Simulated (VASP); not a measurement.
Wanted: the native input for a VASP 6.6.1 run.

- Task: single point
- Functional: PBE
- Potentials or basis: VASP PAW PBE potentials, release 64 (B, N)
- Cutoff: 520 eV
- k mesh: 12 × 12 × 6
- Occupations: gaussian, width 0.05 eV
- Spin: no spin polarisation
- Dipole correction: no
- Further INCAR settings: ALGO = Normal; EDIFF = 1e-06; NBANDS = 16

The structure of BN lies in POSCAR:

```
BN
1.0
    2.3623941316      0.0000000000      0.0000000000
   -1.1811970658      2.0458933317      0.0000000000
    0.0000000000      0.0000000000      4.2268550000
B N
2 2
Direct
    0.6666666667      0.3333333333      0.9997240000
    0.3333333333      0.6666666667      0.4997240000
    0.6666666667      0.3333333333      0.6252760000
    0.3333333333      0.6666666667      0.1252760000
```

This cell differs from its parent crystal: strain -0.0750 x Voigt [1, 1, 0, 0, 0, 0].

One way to write it, as run:

INCAR

```
SYSTEM = BN
PREC = Accurate
ENCUT = 520
EDIFF = 1E-6
ISMEAR = 0
SIGMA = 0.05
LREAL = .False.
LASPH = .True.
NELM = 80
ALGO = Normal
ISIF = 2
LWAVE = .False.
LCHARG = .True.
GGA = PE
LELF = .True.
LVHAR = .True.
NBANDS = 16
```

KPOINTS

```
regular mesh
0
Gamma
  12 12 6
  0 0 0
```

Potentials or basis: VASP PAW PBE potentials, release 64 (B, N).

Command:

```bash
$ cat potpaw_PBE.64/B/POTCAR potpaw_PBE.64/N/POTCAR > POTCAR
$ mpirun -np 1 vasp_std > vasp.out
```

Results of the run:

* Pressure: 81.2 GPa
* Largest force: 0.594 eV/Å
* Band gap on the k mesh: 4.52 eV, indirect (least direct gap 6.60 eV)

Caveat: the cell differs from its parent crystal (strain -0.0750 x Voigt [1, 1, 0, 0, 0, 0]).

It took 12 s on 1 thread of Intel(R) Xeon(R) 6975P-C (Granite Rapids) (shared host), peak memory 0.14 GiB.
